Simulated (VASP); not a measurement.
# PtAu2Se4 (Cmmm) in VASP: relaxation of cell and atoms with PBE

Aim: the relaxation of cell and atoms of PtAu2Se4 with PBE.

Program: VASP 6.6.1. These are calculated values, not measurements. Logs are shortened: lines on timing, memory, paths and dates and some standing lists are left out, and cuts for length are marked.

### 1 The cell of the first run

The structure is orthorhombic, space group Cmmm (No. 65). Conventional cell: a = 7.732 Å, b = 11.181 Å, c = 3.828 Å, α = 90.00°, β = 90.00°, γ = 90.00°. Pt (site symmetry mmm) has 6 Se at 2.52 to 2.53 Å within 3.3 Å. Within 3.3 Å of Se (site symmetry m2m) lie 1 Pt at 2.53 Å and 4 Au at 2.73 Å. Within 3.3 Å of Se (site symmetry 2mm) lie 2 Pt at 2.52 Å and 2 Au at 2.81 Å and 1 Se at 3.29 Å. Au (site symmetry 2/m) has 6 Se at 2.73 to 2.81 Å within 3.6 Å.

The cell was built from a structure type or drawn by symmetry, and may not be a known phase.

### 2 Relaxation of cell and atoms, PBE

INCAR

```
PREC = Accurate
ENCUT = 500
EDIFF = 1E-7
ISMEAR = 0
SIGMA = 0.1
LREAL = False
LASPH = True
NELM = 120
ALGO = Normal
ISIF = 3
LWAVE = False
LCHARG = False
GGA = PE
IBRION = 2
NSW = 100
EDIFFG = -0.01
GGA_COMPAT = False
NELMIN = 4
```

KPOINTS

```
regular mesh
0
Gamma
  6 6 8
```

POSCAR

```
PtAu2Se4
1.0
    3.8657730411     -5.5906635920      0.0000000000
    3.8657730411      5.5906635920      0.0000000000
    0.0000000000      0.0000000000      3.8282784843
Pt Se Au
1 4 2
Direct
    0.0000000000      0.0000000000      0.0000000000
    0.7740950624      0.2259049376      0.0000000000
    0.2126218827      0.2126218827      0.5000000000
    0.7873781173      0.7873781173      0.5000000000
    0.2259049376      0.7740950624      0.0000000000
    0.5000000000      0.0000000000      0.5000000000
    0.0000000000      0.5000000000      0.5000000000
```

Potentials or basis: VASP PAW PBE potentials, release 64 (Pt, Se, Au).

Launch:

```
> cat potpaw_PBE.64/Pt/POTCAR potpaw_PBE.64/Se/POTCAR potpaw_PBE.64/Au/POTCAR > POTCAR
> mpirun -np 1 vasp_std > vasp.out
```

OUTCAR:

```text
PREC = Accurate
   ENCUT = 500
   EDIFF = 1E-7
   ISMEAR = 0
   LREAL = False
   LASPH = True
   NELM = 120
   ISIF = 3
   GGA = PE
   IBRION = 2
   NSW = 100
   EDIFFG = -0.01
   NELMIN = 4

 ion  position               nearest neighbor table
   1  0.000  0.000  0.000-   3 2.52   4 2.52   3 2.52   4 2.52   2 2.53   5 2.53
   2  0.774  0.226  0.000-   1 2.53   6 2.73   7 2.73   6 2.73   7 2.73
   3  0.213  0.213  0.500-   1 2.52   1 2.52   7 2.81   6 2.81
   4  0.787  0.787  0.500-   1 2.52   1 2.52   7 2.81   6 2.81
   5  0.226  0.774  0.000-   1 2.53   6 2.73   7 2.73   6 2.73   7 2.73
   6  0.500  0.000  0.500-   2 2.73   5 2.73   2 2.73   5 2.73   4 2.81   3 2.81
   7  0.000  0.500  0.500-   2 2.73   5 2.73   2 2.73   5 2.73   4 2.81   3 2.81

  LATTYP: Found a base centered orthorhombic cell.
 ALAT       =     7.7315460822
 B/A-ratio  =     1.4461955041
 C/A-ratio  =     0.4951504452

  Lattice vectors:

 A1 = (   3.8657730411,  -5.5906635920,   0.0000000000)
 A2 = (   3.8657730411,   5.5906635920,   0.0000000000)
 A3 = (   0.0000000000,   0.0000000000,   3.8282784843)

Analysis of symmetry for initial positions (statically):
=====================================================================
 Subroutine PRICEL returns:
 Original cell was already a primitive cell.

 Routine SETGRP: Setting up the symmetry group for a
 base centered orthorhombic supercell.

 Subroutine GETGRP returns: Found  8 space group operations
 (whereof  8 operations were pure point group operations)
 out of a pool of  8 trial point group operations.

The static configuration has the point symmetry D_2h.

Analysis of symmetry for dynamics (positions and initial velocities):
=====================================================================
 Subroutine PRICEL returns:
 Original cell was already a primitive cell.

 Routine SETGRP: Setting up the symmetry group for a
 base centered orthorhombic supercell.

 Subroutine GETGRP returns: Found  8 space group operations
 (whereof  8 operations were pure point group operations)
 out of a pool of  8 trial point group operations.

The dynamic configuration has the point symmetry D_2h.

 Subroutine INISYM returns: Found  8 space group operations
 (whereof  8 operations are pure point group operations),
 and found     1 'primitive' translations

----------------------------------------------------------------------------------------

                                     Primitive cell

  volume of cell :     165.4753

  direct lattice vectors                    reciprocal lattice vectors
     3.865773041 -5.590663592  0.000000000     0.129340237 -0.089434821  0.000000000
     3.865773041  5.590663592  0.000000000     0.129340237  0.089434821  0.000000000
     0.000000000  0.000000000  3.828278484     0.000000000  0.000000000  0.261214017

  length of vectors
     6.797037634  6.797037634  3.828278484     0.157249751  0.157249751  0.261214017

  position of ions in fractional coordinates (direct lattice)
     0.000000000  0.000000000  0.000000000
     0.774095062  0.225904938  0.000000000
     0.212621883  0.212621883  0.500000000
     0.787378117  0.787378117  0.500000000
     0.225904938  0.774095062  0.000000000
     0.500000000  0.000000000  0.500000000
     0.000000000  0.500000000  0.500000000

  ion indices of the primitive-cell ions
   primitive index   ion index
                 1           1
                 2           2
                 3           3
                 4           4
                 5           5
                 6           6
                 7           7

----------------------------------------------------------------------------------------

 KPOINTS: regular mesh

Automatic generation of k-mesh.
 Grid dimensions read from file:
 generate k-points for:    6    6    8

 Generating k-lattice:

  Cartesian coordinates                     Fractional coordinates (reciprocal lattice)
     0.021556706 -0.014905804  0.000000000     0.166666667  0.000000000  0.000000000
     0.021556706  0.014905804  0.000000000     0.000000000  0.166666667  0.000000000
     0.000000000  0.000000000  0.032651752     0.000000000  0.000000000  0.125000000

  Length of vectors
     0.026208292  0.026208292  0.032651752

  Shift w.r.t. Gamma in fractional coordinates (k-lattice)
     0.000000000  0.000000000  0.000000000

 Subroutine IBZKPT returns following result:
 ===========================================

 Found     65 irreducible k-points:

 Following reciprocal coordinates:
            Coordinates               Weight
  0.000000  0.000000  0.000000      1.000000
  0.166667  0.000000  0.000000      4.000000
  0.333333 -0.000000  0.000000      4.000000
  0.500000  0.000000  0.000000      2.000000
  0.166667  0.166667  0.000000      2.000000
  0.333333  0.166667  0.000000      4.000000
[... 16 lines left out ...]
  0.333333  0.333333  0.125000      4.000000
  0.500000  0.333333  0.125000      8.000000
 [... further k-points ...]
   k-points           NKPTS =     65   k-points in BZ     NKDIM =     65   number of bands    NBANDS=     33
   number of dos      NEDOS =    301   number of ions     NIONS =      7
   total plane-waves  NPLWV =  70000
   dimension x,y,z NGX =    50 NGY =   50 NGZ =   28
   dimension x,y,z NGXF=   100 NGYF=  100 NGZF=   56
   ions per type =               1   4   2
   NGX,Y,Z   is equivalent  to a cutoff of  12.23, 12.23, 12.16 a.u.
   NGXF,Y,Z  is equivalent  to a cutoff of  24.46, 24.46, 24.32 a.u.
 SYSTEM =  unknown system
   PREC   = accura    normal or accurate (medium, high low for compatibility)
   ISTART =      0    job   : 0-new  1-cont  2-samecut
   ICHARG =      2    charge: 1-file 2-atom 10-const
   ISPIN  =      1    spin polarized calculation?
   LNONCOLLINEAR =      F non collinear calculations
   LSORBIT =      F    spin-orbit coupling
   LASPH  =      T    aspherical Exc in radial PAW
   ENCUT  =  500.0 eV  36.75 Ry    6.06 a.u.  12.39 12.39  6.98*2*pi/ulx,y,z
   NELM   =    120;   NELMIN=  4; NELMDL= -5     # of ELM steps
   EDIFF  = 0.1E-06   stopping-criterion for ELM
   LREAL  =      F    real-space projection
   EDIFFG = -.1E-01   stopping-criterion for IOM
   NSW    =    100    number of steps for IOM
   IBRION =      2    ionic relax: 0-MD 1-quasi-New 2-CG
   NFREE  =      1    steps in history (QN), initial steepest desc. (CG)
   ISIF   =      3    stress and relaxation
   ISYM   =      2    0-nonsym 1-usesym 2-fastsym
   POTIM  = 0.5000    time-step for ionic-motion
   TEBEG  =    0.0;   TEEND  =   0.0 temperature during run
   PSTRESS=    0.0 pullay stress
   NELECT =      56.0000    total number of electrons
   NUPDOWN=      -1.0000    fix difference up-down
   EMIN   =  10.00;   EMAX   =-10.00  energy-range for DOS
   EFERMI =   0.00;   METHOD = LEGACY
   ISMEAR =     0;   SIGMA  =   0.10  broadening in eV -4-tet -1-fermi 0-gaus
   EFERMI_NEDOS =   21; number of points for ismear=-14 and -15
   IALGO  =     38    algorithm
   IMIX   =      4    mixing-type and parameters
     AMIX     =   0.40;   BMIX     =  1.00
     AMIX_MAG =   1.60;   BMIX_MAG =  1.00
  volume/ion in A,a.u.               =      23.64       159.53
  Fermi-wavevector in a.u.,A,eV,Ry     =   1.140844  2.155883 17.708337  1.301526
  Thomas-Fermi vector in A             =   2.277546
   LORBIT       =      0    0 simple, 1 ext, 2 COOP (PROOUT), +10 PAW based schemes
   GGA     = PE    functional components
   LHFCALC =     F    Hartree Fock is set to
   AEXX    =    0.0000 exact exchange contribution
   IVDW    =     0    specifies the selected vdW correction
   LEPSILON=     F    determine dielectric tensor
   LRPA    =     F    only Hartree local field effects (RPA)
 conjugate gradient relaxation of ions
 non-spin polarized calculation
 Gauss-broadening in eV      SIGMA  =   0.10
  energy-cutoff  :      500.00
  volume of cell :      165.48
 maximum number of plane-waves:      4231
 NGX is ok and might be reduce to    50
   NGX = 25   NGY = 25   NGZ = 13

--------------------------------------- Ionic step        1  -------------------------------------------

 number of electron      55.9999998 magnetization

 Free energy of the ion-electron system (eV)
  ---------------------------------------------------
  ext. energy  EPLUGINS =         0.00000000
  ---------------------------------------------------
  free energy    TOTEN  =       -27.54865091 eV

  energy without entropy =      -27.54157333  energy(sigma->0) =      -27.54511212

------------------------ aborting loop because EDIFF is reached ----------------------------------------

  FORCE on cell =-STRESS in cart. coord.  units (eV):
  Direction    XX          YY          ZZ          XY          YZ          ZX
  --------------------------------------------------------------------------------------
  -------------------------------------------------------------------------------------
  Total        0.8660495     -1.5128112     -0.4188219     -0.0000000      0.0000000      0.0000000
  in kB        8.3853283    -14.6474515     -4.0551487     -0.0000000      0.0000000      0.0000000
  external PRESSURE =      -3.4390906 kB  Pullay stress =       0.0000000 kB
[... 104 lines left out ...]
  FREE ENERGIE OF THE ION-ELECTRON SYSTEM (eV)
  ---------------------------------------------------
  free  energy   TOTEN  =       -27.5614890044 eV

  energy  without entropy=      -27.5544632095  energy(sigma->0) =      -27.55797611

[... ionic steps 4 to 10 ...]

--------------------------------------- Ionic step       11  -------------------------------------------

 number of electron      55.9999991 magnetization

------------------------ aborting loop because EDIFF is reached ----------------------------------------
[... 77 lines left out ...]
--------------------------------------- Ionic step       13  -------------------------------------------

 number of electron      55.9999991 magnetization

 Free energy of the ion-electron system (eV)
  ---------------------------------------------------
  ext. energy  EPLUGINS =         0.00000000
  ---------------------------------------------------
  free energy    TOTEN  =       -27.57090787 eV

  energy without entropy =      -27.56326665  energy(sigma->0) =      -27.56708726

 E-fermi :   4.8735     XC(G=0):  -9.8456

 val. band max:        4.8667001566   @ k =   0.3333  -0.0000   0.5000
 cond. band min:       4.9089445660   @ k =   0.5000   0.5000   0.0000
 fundamental gap:      0.0422444094
 Fermi energy:         4.8734513485

 k-point     1 :       0.0000    0.0000    0.0000
  band No.  band energies     occupation
      1      -9.8589      2.00000
      2      -8.5302      2.00000
      3      -8.4297      2.00000
      4      -8.3100      2.00000
      5      -2.2964      2.00000
      6      -1.6679      2.00000
[... 853 lines left out ...]
     32       8.0133      0.00000
     33       8.6754      0.00000

 [... further k-points ...]

------------------------ aborting loop because EDIFF is reached ----------------------------------------

  FORCE on cell =-STRESS in cart. coord.  units (eV):
  Direction    XX          YY          ZZ          XY          YZ          ZX
  --------------------------------------------------------------------------------------
  -------------------------------------------------------------------------------------
  Total       -0.0372703     -0.0414324     -0.0250830      0.0000000      0.0000000      0.0000000
  in kB       -0.3628550     -0.4033757     -0.2442023      0.0000000      0.0000000      0.0000000
  external PRESSURE =      -0.3368110 kB  Pullay stress =       0.0000000 kB
[... 22 lines left out ...]
  FREE ENERGIE OF THE ION-ELECTRON SYSTEM (eV)
  ---------------------------------------------------
  free  energy   TOTEN  =       -27.5709078709 eV

  energy  without entropy=      -27.5632666539  energy(sigma->0) =      -27.56708726

 reached required accuracy - stopping structural energy minimisation
```

Wall time 63 min (1 thread of Intel Xeon 8259CL, shared host); peak memory 0.5 GiB.

Results:

```yaml
Free_energy: -27.5709 eV
Relaxed_volume: 23.51 Å³/atom
Relaxed_cell: a = 6.773 Å, b = 6.773 Å, c = 3.784 Å, α = 90.00°, β = 90.00°, γ = 108.51°
Space_group_after_relaxing_to_0.1_Å: Cmmm (No. 65)
Energy_gained_by_relaxing: 3.2 meV/atom
Ionic_steps: 13
Pressure_after_relaxing: 0.0 GPa
Largest_force_after_relaxing: 0.010 eV/Å
Band_gap_on_the_k_mesh: zero (bands 28 and 29 overlap by 1.05 eV)
```

Forces on the atoms (eV/Å):
```
Pt   0.000  0.000  0.000
Se   0.000  0.010  0.000
Se   0.005  0.000  0.000
Se  -0.005  0.000  0.000
Se   0.000 -0.010  0.000
Au   0.000  0.000  0.000
Au   0.000  0.000  0.000
```

The path:
| step | energy change (eV) | largest force (eV/Å) | pressure (GPa) | volume (Å³) |
| --- | --- | --- | --- | --- |
| 1 | 0.0000 | 0.1931 | -0.34 | 165.48 |
| 2 | -0.0128 | 0.1686 | 0.20 | 164.25 |
| 3 | -0.0128 | 0.1573 | 0.18 | 164.30 |
| 4 | -0.0172 | 0.0873 | -0.15 | 164.62 |
| 5 | -0.0180 | 0.1084 | -0.36 | 164.82 |
| 6 | -0.0197 | 0.0450 | 0.17 | 163.77 |
| 7 | -0.0198 | 0.0582 | 0.06 | 163.99 |
| 8 | -0.0204 | 0.0486 | 0.05 | 164.06 |
| 9 | -0.0217 | 0.0231 | 0.04 | 164.26 |
| 10 | -0.0219 | 0.0405 | 0.02 | 164.65 |
| 11 | -0.0222 | 0.0216 | 0.03 | 164.48 |
| 12 | -0.0221 | 0.0149 | -0.16 | 164.74 |
| 13 | -0.0223 | 0.0095 | -0.03 | 164.57 |

Final structure:
```
Pt Se Au
1.0
     3.95638   -5.49680    0.00000
     3.95638    5.49680    0.00000
     0.00000    0.00000    3.78358
Pt Se Au
1 4 2
Direct
  0.00000 0.00000 0.00000
  0.77144 0.22856 0.00000
  0.21190 0.21190 0.50000
  0.78810 0.78810 0.50000
  0.22856 0.77144 0.00000
  0.50000 0.00000 0.50000
  0.00000 0.50000 0.50000
```

Levels at points of the mesh, in eV from the Fermi level:
```
           k point  band 26  band 27  band 28  band 29  band 30  band 31
(0.00, 0.00, 0.00)    -1.21    -1.11    -0.11     1.37     1.38     1.65
(0.50, 0.00, 0.00)    -0.67    -0.32    -0.19    -0.08     1.22     1.62
(0.50, 0.50, 0.00)    -1.56    -1.31    -1.07     0.04     1.10     1.47
(0.00, 0.00, 0.50)    -2.33    -1.72    -1.60     0.42     1.16     1.21
(0.50, 0.00, 0.50)    -1.31    -0.83    -0.74    -0.45     0.99     1.17
(0.50, 0.50, 0.50)    -2.66    -2.63    -0.80     1.33     1.44     1.51
```

Caveat: spin-orbit coupling is left out, which moves the levels of the heavy elements.
